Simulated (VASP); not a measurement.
# Te2Mo in VASP: further runs

Runs on Te2Mo. Level: PBEsol. Tasks: single point.

Everything below comes from runs of VASP 6.6.1. Logs are shortened: lines on timing, memory, paths and dates and some standing lists are left out, and cuts for length are marked.

## Step 1: The cell of the first run

The cell holds a slab with vacuum, 3 atoms: a = 3.491 Å, b = 3.491 Å, c = 17.001 Å, α = 90.00°, β = 90.00°, γ = 120.00°.

## Step 2: Single point, PBEsol (strain along c alone, the other axes held: -3.0 %, then relaxed in part)

File INCAR:

```
SYSTEM = Te2Mo
PREC = Accurate
ENCUT = 520
EDIFF = 1E-6
ISMEAR = 0
SIGMA = 0.02
LREAL = .FALSE.
LASPH = .TRUE.
NELM = 80
ALGO = Normal
ISIF = 2
LWAVE = .FALSE.
LCHARG = .FALSE.
GGA = PS
NBANDS = 20
```

File KPOINTS:

```
Automatic mesh
0
G
  12 12 2
  0 0 0
```

File POSCAR:

```
Te2Mo
1.0
    3.4910750445      0.0000000000      0.0000000000
   -1.7455375222      3.0233596750      0.0000000000
    0.0000000000      0.0000000000     17.0006311357
Te Mo
2 1
Direct
    0.3333333333      0.6666666667      0.8939231309
    0.3333333333      0.6666666667      0.1060768691
    0.0000000000      0.0000000000      0.0000000000
```

Potentials or basis: VASP PAW PBE potentials, release 64 (Te, Mo_sv).

Started as:

```sh
$ cat potpaw_PBE.64/Te/POTCAR potpaw_PBE.64/Mo_sv/POTCAR > POTCAR
$ mpirun -np 1 vasp_std > vasp.out
```

OUTCAR:

```text
SYSTEM = Te2Mo
   PREC = Accurate
   ENCUT = 520
   EDIFF = 1E-6
   ISMEAR = 0
   LREAL = .FALSE.
   LASPH = .TRUE.
   NELM = 80
   ISIF = 2
   GGA = PS

 ion  position               nearest neighbor table
   1  0.333  0.667  0.894-   3 2.70   3 2.70   3 2.70   2 3.61
   2  0.333  0.667  0.106-   3 2.70   3 2.70   3 2.70   1 3.61
   3  0.000  0.000  0.000-   1 2.70   2 2.70   1 2.70   2 2.70   1 2.70   2 2.70

  LATTYP: Found a hexagonal cell.
 ALAT       =     3.4910750445
 C/A-ratio  =     4.8697409592

  Lattice vectors:

 A1 = (   3.4910750445,   0.0000000000,   0.0000000000)
 A2 = (  -1.7455375222,   3.0233596750,   0.0000000000)
 A3 = (   0.0000000000,   0.0000000000,  17.0006311357)

Analysis of symmetry for initial positions (statically):
=====================================================================
 Subroutine PRICEL returns:
 Original cell was already a primitive cell.

 Routine SETGRP: Setting up the symmetry group for a
 hexagonal supercell.

 Subroutine GETGRP returns: Found 12 space group operations
 (whereof 12 operations were pure point group operations)
 out of a pool of 24 trial point group operations.

The static configuration has the point symmetry D_3h.

Analysis of symmetry for dynamics (positions and initial velocities):
=====================================================================
 Subroutine PRICEL returns:
 Original cell was already a primitive cell.

 Routine SETGRP: Setting up the symmetry group for a
 hexagonal supercell.

 Subroutine GETGRP returns: Found 12 space group operations
 (whereof 12 operations were pure point group operations)
 out of a pool of 24 trial point group operations.

The dynamic configuration has the point symmetry D_3h.

 Subroutine INISYM returns: Found 12 space group operations
 (whereof 12 operations are pure point group operations),
 and found     1 'primitive' translations

----------------------------------------------------------------------------------------

                                     Primitive cell

  volume of cell :     179.4378

  direct lattice vectors                    reciprocal lattice vectors
     3.491075045  0.000000000  0.000000000     0.286444716  0.165378934  0.000000000
    -1.745537522  3.023359675  0.000000000     0.000000000  0.330757868  0.000000000
     0.000000000  0.000000000 17.000631136     0.000000000  0.000000000  0.058821346

  length of vectors
     3.491075045  3.491075044 17.000631136     0.330757868  0.330757868  0.058821346

  position of ions in fractional coordinates (direct lattice)
     0.333333333  0.666666667  0.893923131
     0.333333333  0.666666667  0.106076869
     0.000000000  0.000000000  0.000000000

  ion indices of the primitive-cell ions
   primitive index   ion index
                 1           1
                 2           2
                 3           3

----------------------------------------------------------------------------------------

 KPOINTS: Automatic mesh

Automatic generation of k-mesh.
 Grid dimensions read from file:
 generate k-points for:   12   12    2

 Generating k-lattice:

  Cartesian coordinates                     Fractional coordinates (reciprocal lattice)
     0.023870393  0.013781578  0.000000000     0.083333333  0.000000000  0.000000000
     0.000000000  0.027563156  0.000000000     0.000000000  0.083333333  0.000000000
     0.000000000  0.000000000  0.029410673     0.000000000  0.000000000  0.500000000

  Length of vectors
     0.027563156  0.027563156  0.029410673

  Shift w.r.t. Gamma in fractional coordinates (k-lattice)
     0.000000000  0.000000000  0.000000000

 Subroutine IBZKPT returns following result:
 ===========================================

 Found     38 irreducible k-points:

 Following reciprocal coordinates:
            Coordinates               Weight
  0.000000  0.000000  0.000000      1.000000
  0.083333  0.000000  0.000000      6.000000
  0.166667  0.000000  0.000000      6.000000
  0.250000  0.000000  0.000000      6.000000
  0.333333  0.000000  0.000000      6.000000
  0.416667  0.000000  0.000000      6.000000
[... 16 lines left out ...]
  0.250000  0.000000  0.500000      6.000000
  0.333333  0.000000  0.500000      6.000000
 [... further k-points ...]
   k-points           NKPTS =     38   k-points in BZ     NKDIM =     38   number of bands    NBANDS=     20
   number of dos      NEDOS =    301   number of ions     NIONS =      3
   total plane-waves  NPLWV =  98784
   dimension x,y,z NGX =    28 NGY =   28 NGZ =  126
   dimension x,y,z NGXF=    56 NGYF=   56 NGZF=  252
   ions per type =               2   1
   NGX,Y,Z   is equivalent  to a cutoff of  13.33, 13.33, 12.32 a.u.
   NGXF,Y,Z  is equivalent  to a cutoff of  26.67, 26.67, 24.64 a.u.
 SYSTEM =  Te2Mo
   PREC   = accura    normal or accurate (medium, high low for compatibility)
   ISTART =      0    job   : 0-new  1-cont  2-samecut
   ICHARG =      2    charge: 1-file 2-atom 10-const
   ISPIN  =      1    spin polarized calculation?
   LNONCOLLINEAR =      F non collinear calculations
   LSORBIT =      F    spin-orbit coupling
   LASPH  =      T    aspherical Exc in radial PAW
   ENCUT  =  520.0 eV  38.22 Ry    6.18 a.u.   6.49  6.49 31.61*2*pi/ulx,y,z
   NELM   =     80;   NELMIN=  2; NELMDL= -5     # of ELM steps
   EDIFF  = 0.1E-05   stopping-criterion for ELM
   LREAL  =      F    real-space projection
   EDIFFG = 0.1E-04   stopping-criterion for IOM
   NSW    =      0    number of steps for IOM
   IBRION =     -1    ionic relax: 0-MD 1-quasi-New 2-CG
   NFREE  =      0    steps in history (QN), initial steepest desc. (CG)
   ISIF   =      2    stress and relaxation
   ISYM   =      2    0-nonsym 1-usesym 2-fastsym
   POTIM  = 0.5000    time-step for ionic-motion
   TEBEG  =    0.0;   TEEND  =   0.0 temperature during run
   PSTRESS=    0.0 pullay stress
   NELECT =      26.0000    total number of electrons
   NUPDOWN=      -1.0000    fix difference up-down
   EMIN   =  10.00;   EMAX   =-10.00  energy-range for DOS
   EFERMI =   0.00;   METHOD = LEGACY
   ISMEAR =     0;   SIGMA  =   0.02  broadening in eV -4-tet -1-fermi 0-gaus
   EFERMI_NEDOS =   21; number of points for ismear=-14 and -15
   IALGO  =     38    algorithm
   IMIX   =      4    mixing-type and parameters
     AMIX     =   0.40;   BMIX     =  1.00
     AMIX_MAG =   1.60;   BMIX_MAG =  1.00
  volume/ion in A,a.u.               =      59.81       403.64
  Fermi-wavevector in a.u.,A,eV,Ry     =   0.859860  1.624900 10.059601  0.739360
  Thomas-Fermi vector in A             =   1.977279
   LORBIT       =      0    0 simple, 1 ext, 2 COOP (PROOUT), +10 PAW based schemes
   GGA     = PS    functional components
   LHFCALC =     F    Hartree Fock is set to
   AEXX    =    0.0000 exact exchange contribution
   IVDW    =     0    specifies the selected vdW correction
   LEPSILON=     F    determine dielectric tensor
   LRPA    =     F    only Hartree local field effects (RPA)
 non-spin polarized calculation
 Gauss-broadening in eV      SIGMA  =   0.02
  energy-cutoff  :      520.00
  volume of cell :      179.44
 maximum number of plane-waves:      4887
 NGX is ok and might be reduce to    28
   NGX = 13   NGY = 13   NGZ = 63

 number of electron      26.0000000 magnetization

 Free energy of the ion-electron system (eV)
  ---------------------------------------------------
  ext. energy  EPLUGINS =         0.00000000
  ---------------------------------------------------
  free energy    TOTEN  =       -19.61454867 eV

  energy without entropy =      -19.61454867  energy(sigma->0) =      -19.61454867

 E-fermi :   0.5190     XC(G=0):  -4.9870

 val. band max:        0.4028793843   @ k =   0.3333   0.3333   0.5000
 cond. band min:       1.6048783516   @ k =   0.3333   0.3333   0.0000
 fundamental gap:      1.2019989673
 Fermi energy:         0.5190142625

 k-point     1 :       0.0000    0.0000    0.0000
  band No.  band energies     occupation
      1     -60.1247      2.00000
      2     -34.3402      2.00000
      3     -34.1849      2.00000
      4     -34.1849      2.00000
      5     -12.3794      2.00000
      6     -11.4055      2.00000
[... 12 lines left out ...]
     19       5.1685      0.00000
     20       6.0819      0.00000

 k-point     2 :       0.0833    0.0000    0.0000
  band No.  band energies     occupation
      1     -60.1240      2.00000
      2     -34.3380      2.00000
      3     -34.1946      2.00000
      4     -34.1871      2.00000
      5     -12.2782      2.00000
      6     -11.3352      2.00000
[... 12 lines left out ...]
     19       5.2894      0.00000
     20       6.2588      0.00000

 k-point     3 :       0.1667    0.0000    0.0000
  band No.  band energies     occupation
      1     -60.1219      2.00000
      2     -34.3321      2.00000
      3     -34.2211      2.00000
      4     -34.1933      2.00000
      5     -11.9837      2.00000
      6     -11.1309      2.00000
[... 12 lines left out ...]
     19       5.6360      0.00000
     20       6.5615      0.00000

 k-point     4 :       0.2500    0.0000    0.0000
  band No.  band energies     occupation
      1     -60.1192      2.00000
      2     -34.3241      2.00000
      3     -34.2571      2.00000
      4     -34.2016      2.00000
      5     -11.5268      2.00000
      6     -10.8159      2.00000
[... 12 lines left out ...]
     19       6.1625      0.00000
     20       6.9102      0.00000

 k-point     5 :       0.3333    0.0000    0.0000
  band No.  band energies     occupation
      1     -60.1164      2.00000
      2     -34.3160      2.00000
      3     -34.2928      2.00000
      4     -34.2100      2.00000
      5     -10.9743      2.00000
      6     -10.4427      2.00000
[... 12 lines left out ...]
     19       6.3208      0.00000
     20       6.5497      0.00000
[... 353 lines left out ...]
      6     -11.3352      2.00000
[... 12 lines left out ...]
     19       5.0008      0.00000
     20       6.6464      0.00000

 k-point    22 :       0.1667    0.0000    0.5000
  band No.  band energies     occupation
      1     -60.1219      2.00000
      2     -34.3321      2.00000
      3     -34.2211      2.00000
      4     -34.1933      2.00000
      5     -11.9837      2.00000
      6     -11.1309      2.00000
[... 12 lines left out ...]
     19       5.3373      0.00000
     20       6.9741      0.00000

 k-point    23 :       0.2500    0.0000    0.5000
  band No.  band energies     occupation
      1     -60.1192      2.00000
      2     -34.3241      2.00000
      3     -34.2571      2.00000
      4     -34.2016      2.00000
      5     -11.5268      2.00000
      6     -10.8159      2.00000
[... 12 lines left out ...]
     19       5.8882      0.00000
     20       7.3355      0.00000

 k-point    24 :       0.3333    0.0000    0.5000
  band No.  band energies     occupation
      1     -60.1164      2.00000
      2     -34.3160      2.00000
      3     -34.2928      2.00000
      4     -34.2100      2.00000
      5     -10.9743      2.00000
      6     -10.4427      2.00000
[... 12 lines left out ...]
     19       6.3660      0.00000
     20       6.4599      0.00000

 [... further k-points ...]
[... 5 lines left out ...]
  --------------------------------------------------------------------------------------
  -------------------------------------------------------------------------------------
  Total        0.0427458      0.0427458      0.0967314      0.0000000      0.0000000      0.0000000
  in kB        0.3816717      0.3816717      0.8637019      0.0000000      0.0000000      0.0000000
  external PRESSURE =       0.5423484 kB  Pullay stress =       0.0000000 kB

 VOLUME and BASIS-vectors are now :
 -----------------------------------------------------------------------------
  energy-cutoff  :      520.00
  volume of cell :      179.44
      direct lattice vectors                 reciprocal lattice vectors
     3.491075045  0.000000000  0.000000000     0.286444716  0.165378934  0.000000000
    -1.745537522  3.023359675  0.000000000     0.000000000  0.330757868  0.000000000
     0.000000000  0.000000000 17.000631136     0.000000000  0.000000000  0.058821346

 POSITION                                       TOTAL-FORCE (eV/Angst)
 -----------------------------------------------------------------------------------
     -0.00000      2.01557     15.19726         0.000000      0.000000     -0.030511
     -0.00000      2.01557      1.80337         0.000000     -0.000000      0.030511
      0.00000      0.00000      0.00000        -0.000000      0.000000      0.000000
 -----------------------------------------------------------------------------------
    total drift:                                0.000000     -0.000000     -0.000000

  FREE ENERGIE OF THE ION-ELECTRON SYSTEM (eV)
  ---------------------------------------------------
  free  energy   TOTEN  =       -19.6145486680 eV

  energy  without entropy=      -19.6145486680  energy(sigma->0) =      -19.61454867
```

Wall time 3.9 min (1 thread of Intel Xeon 6975P-C, shared host); peak memory 0.38 GiB.

What came out:

```yaml
Free_energy: -19.6145 eV
Largest_force: 0.031 eV/Å
Band_gap_on_the_k_mesh: 1.20 eV, direct
```

Forces in eV/Å, atoms in the order of the input:
```
Te   0.000  0.000 -0.031
Te   0.000  0.000  0.031
Mo   0.000  0.000  0.000
```

Levels at points of the mesh, in eV from the valence-band top:
```tsv
k point	band 10	band 11	band 12	band 13	band 14	band 15	band 16	band 17
(0.00, 0.00, 0.00)	-1.64	-0.83	-0.83	-0.56	3.29	3.29	3.59	3.59
(0.50, 0.00, 0.00)	-2.30	-1.68	-0.78	-0.19	1.54	1.84	3.38	3.84
(0.00, 0.00, 0.50)	-1.64	-0.83	-0.83	-0.56	3.29	3.29	3.59	3.59
(0.50, 0.00, 0.50)	-2.30	-1.68	-0.78	-0.19	1.54	1.84	3.38	3.84
```

Caveat: the cell differs from its parent crystal (strain along c alone, the other axes held: -3.0 %, then relaxed in part); the PAW data sets were made with another functional, which shifts forces and pressure a little; spin-orbit coupling is left out, which moves the levels of the heavy elements.

## Step 3: Single point, PBEsol (strain along c alone, the other axes held: -1.5 %, then relaxed in part)

File INCAR:

```
SYSTEM = Te2Mo
PREC     = Accurate       ! precision mode
ENCUT    = 520            ! plane-wave cutoff, eV
EDIFF    = 1E-6           ! SCF threshold, eV
ISMEAR   = 0              ! smearing method
SIGMA    = 0.02           ! smearing width, eV
LREAL    = .FALSE.        ! projectors in reciprocal space
LASPH    = .TRUE.         ! aspherical terms in the spheres
NELM     = 60             ! most SCF steps
ALGO     = Normal         ! electronic algorithm
ISIF     = 2              ! what is computed and relaxed
LWAVE    = .FALSE.        ! write WAVECAR
LCHARG   = .FALSE.        ! write CHGCAR
GGA      = PS             ! functional
NBANDS   = 20             ! bands
```

File KPOINTS:

```
regular mesh
0
G
  12 12 2
  0 0 0
```

File POSCAR:

```
Te2Mo
1.0
    3.4910750445      0.0000000000      0.0000000000
   -1.7455375222      3.0233596750      0.0000000000
    0.0000000000      0.0000000000     17.2635274934
Te Mo
2 1
Direct
    0.3333333333      0.6666666667      0.8955385598
    0.3333333333      0.6666666667      0.1044614402
    0.0000000000      0.0000000000      0.0000000000
```

Potentials or basis: VASP PAW PBE potentials, release 64 (Te, Mo_sv).

Started as:

```sh
$ cat potpaw_PBE.64/Te/POTCAR potpaw_PBE.64/Mo_sv/POTCAR > POTCAR
$ mpirun -np 1 vasp_std > vasp.out
```

OUTCAR:

```text
SYSTEM = Te2Mo
   PREC = Accurate
   ENCUT = 520
   EDIFF = 1E-6
   ISMEAR = 0
   LREAL = .FALSE.
   LASPH = .TRUE.
   NELM = 60
   ISIF = 2
   GGA = PS

 ion  position               nearest neighbor table
   1  0.333  0.667  0.896-   3 2.70   3 2.70   3 2.70   2 3.61
   2  0.333  0.667  0.104-   3 2.70   3 2.70   3 2.70   1 3.61
   3  0.000  0.000  0.000-   1 2.70   2 2.70   1 2.70   2 2.70   1 2.70   2 2.70

  LATTYP: Found a hexagonal cell.
 ALAT       =     3.4910750445
 C/A-ratio  =     4.9450462317

  Lattice vectors:

 A1 = (   3.4910750445,   0.0000000000,   0.0000000000)
 A2 = (  -1.7455375222,   3.0233596750,   0.0000000000)
 A3 = (   0.0000000000,   0.0000000000,  17.2635274934)

Analysis of symmetry for initial positions (statically):
=====================================================================
 Subroutine PRICEL returns:
 Original cell was already a primitive cell.

 Routine SETGRP: Setting up the symmetry group for a
 hexagonal supercell.

 Subroutine GETGRP returns: Found 12 space group operations
 (whereof 12 operations were pure point group operations)
 out of a pool of 24 trial point group operations.

[... 164 lines left out ...]

 E-fermi :   0.4375     XC(G=0):  -4.9128

 val. band max:        0.3215248649   @ k =   0.3333   0.3333   0.5000
 cond. band min:       1.5235221677   @ k =   0.3333   0.3333   0.5000
 fundamental gap:      1.2019973028
 Fermi energy:         0.4374863182

 k-point     1 :       0.0000    0.0000    0.0000
  band No.  band energies     occupation
      1     -60.2061      2.00000
      2     -34.4216      2.00000
      3     -34.2662      2.00000
      4     -34.2662      2.00000
      5     -12.4607      2.00000
      6     -11.4869      2.00000
[... 541 lines left out ...]
     19       6.2817      0.00000
     20       6.3828      0.00000

 [... further k-points ...]

------------------------ aborting loop because EDIFF is reached ----------------------------------------

  FORCE on cell =-STRESS in cart. coord.  units (eV):
  Direction    XX          YY          ZZ          XY          YZ          ZX
  --------------------------------------------------------------------------------------
  -------------------------------------------------------------------------------------
  Total        0.0426621      0.0426621      0.0967299      0.0000000      0.0000000      0.0000000
  in kB        0.3751237      0.3751237      0.8505365      0.0000000      0.0000000      0.0000000
  external PRESSURE =       0.5335946 kB  Pullay stress =       0.0000000 kB

 VOLUME and BASIS-vectors are now :
 -----------------------------------------------------------------------------
  energy-cutoff  :      520.00
  volume of cell :      182.21
      direct lattice vectors                 reciprocal lattice vectors
     3.491075045  0.000000000  0.000000000     0.286444716  0.165378934  0.000000000
    -1.745537522  3.023359675  0.000000000     0.000000000  0.330757868  0.000000000
     0.000000000  0.000000000 17.263527493     0.000000000  0.000000000  0.057925589

 POSITION                                       TOTAL-FORCE (eV/Angst)
 -----------------------------------------------------------------------------------
     -0.00000      2.01557     15.46015         0.000000      0.000000     -0.030260
     -0.00000      2.01557      1.80337        -0.000000      0.000000      0.030260
      0.00000      0.00000      0.00000         0.000000     -0.000000      0.000000
 -----------------------------------------------------------------------------------
    total drift:                                0.000000     -0.000000     -0.000000

  FREE ENERGIE OF THE ION-ELECTRON SYSTEM (eV)
  ---------------------------------------------------
  free  energy   TOTEN  =       -19.6145327190 eV

  energy  without entropy=      -19.6145327190  energy(sigma->0) =      -19.61453272
```

OSZICAR:

```text
N       E                     dE             d eps       ncg     rms          rms(c)
DAV:   1     0.131422147822E+03    0.13142E+03   -0.11636E+04  1992   0.104E+03
DAV:   2    -0.121499919795E+02   -0.14357E+03   -0.13980E+03  2052   0.226E+02
DAV:   3    -0.202060637470E+02   -0.80561E+01   -0.79794E+01  2044   0.443E+01
[... 13 lines left out ...]
DAV:  17    -0.196144738863E+02   -0.86742E-04   -0.53744E-06  1824   0.826E-03    0.452E-03
DAV:  18    -0.196145177124E+02   -0.43826E-04   -0.15288E-06  1480   0.449E-03    0.257E-03
DAV:  19    -0.196145285156E+02   -0.10803E-04   -0.40127E-07  1460   0.295E-03    0.870E-04
DAV:  20    -0.196145320485E+02   -0.35329E-05   -0.12498E-07  1228   0.111E-03    0.888E-04
DAV:  21    -0.196145327190E+02   -0.67055E-06   -0.26359E-08  1164   0.641E-04
   1 F= -.19614533E+02 E0= -.19614533E+02  d E =-.393168E-18
```

Wall time 4.1 min (1 thread of Intel Xeon 6975P-C, shared host); peak memory 0.38 GiB.

Results:

- Free energy: -19.6145 eV
- Largest force: 0.030 eV/Å
- Band gap on the k mesh: 1.20 eV, direct

Forces on the atoms (eV/Å):
```
Te   0.000  0.000 -0.030
Te   0.000  0.000  0.030
Mo   0.000  0.000  0.000
```

Caveat: the cell differs from its parent crystal (strain along c alone, the other axes held: -1.5 %, then relaxed in part); the PAW data sets were made with another functional, which shifts forces and pressure a little; spin-orbit coupling is left out, which moves the levels of the heavy elements.

(Part 1 of 3 ends here.)
